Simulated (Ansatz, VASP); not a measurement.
**Two plane-wave programs on Cu**

File INCAR:

```
PREC = Accurate ; ENCUT = 520
EDIFF = 1E-6 ; ISMEAR = 0
SIGMA = 0.15 ; LREAL = F
LASPH = T ; NELM = 80
ALGO = Fast ; ISIF = 2
LWAVE = F ; LCHARG = F
GGA = PE ; NBANDS = 12
```

The input KPOINTS:

```
regular mesh
0
Gamma
  24 24 24
```

Contents of POSCAR:

```
Cu
1.0
    0.0000000000      1.9255516070      1.7824831226
    1.9255516070      0.0000000000      1.7824831226
    1.9255516070      1.9255516070      0.0000000000
Cu
1
Direct
    0.0000000000      0.0000000000      0.0000000000
```

Input for Ansatz:

```yaml
crystal:
  lattice:
    - [0.0, 1.925551607, 1.7824831226]
    - [1.925551607, 0.0, 1.7824831226]
    - [1.925551607, 1.925551607, 0.0]
  atoms:
    - { symbol: Cu, position: [0.0, 0.0, 0.0] }
basis:
  ecutwfc: 520.0
kpoints:
  mp_grid: { grid: [24, 24, 24] }
hamiltonian:
  xc: pbe
  pseudopotentials: { kind: paw, azcp: { folder: soft_1 } }
scf:
  occupations: { method: gaussian, width: 0.15 }
output:
  forces: true
  stress: true
  eigenvalues: true
```

Alike in both runs: task single point; functional PBE; k mesh 24 × 24 × 24; occupations gaussian, width 0.15 eV; no spin polarisation.

```csv
,VASP,Ansatz
version,VASP 6.6.1,Ansatz 0.2.0
potentials or method,"VASP PAW PBE potentials, release 64 (Cu), cutoff 520 eV","scalar-relativistic, plane waves, PAW"
valence electrons in the cell,11,19
```

```tsv
	VASP	Ansatz	Ansatz less VASP
gap on the k mesh at the Fermi level (eV)	none	none	-
pressure (GPa)	-9.8	-10.9	-1.14
traceless stress, the component that is largest in VASP (GPa)	1.54	1.56	+0.018
```

A gap of «none» marks a metal or a gap that the smearing closes. VASP's potentials hold 11 valence electrons a cell and Ansatz's 19, so a difference there can come from the potentials and not from the codes.
